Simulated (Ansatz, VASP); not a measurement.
**One calculation of Pt, two programs**

```xyz
2
Lattice="2.7607 0.0000 0.0000 -1.3803 2.3908 0.0000 0.0000 0.0000 4.7921" Properties=species:S:1:pos:R:3 pbc="T T T"
Pt    0.0000    1.5939    1.1980
Pt    1.3803    0.7969    3.5941
```

Alike in both runs: functional PBEsol; k mesh 11 × 11 × 6; occupations fermi-dirac, width 0.05 eV; non-collinear spin, spin-orbit coupling.

```csv
,VASP,Ansatz
version,VASP 6.6.1,Ansatz 0.2.0
potentials or method,"VASP PAW PBE potentials, release 64 (Pt)",Ansatz PAW
plane-wave cutoff (eV),520,420
valence electrons in the cell,20,36
task,single point,band structure
```

VASP gave:

- pressure (GPa): -10.2
- traceless stress, the component that is largest in VASP (GPa): -1.06

Q: Estimate Ansatz's values.

A: Pressure (GPa): -10.2; traceless stress, the component that is largest in VASP (GPa): -0.95.

VASP's potentials were made for PBE, not for PBEsol. The functional is the same, so the differences come from potentials, cutoffs and numerics. VASP's potentials hold 20 valence electrons a cell and Ansatz's 36, so a difference there can come from the potentials and not from the codes.
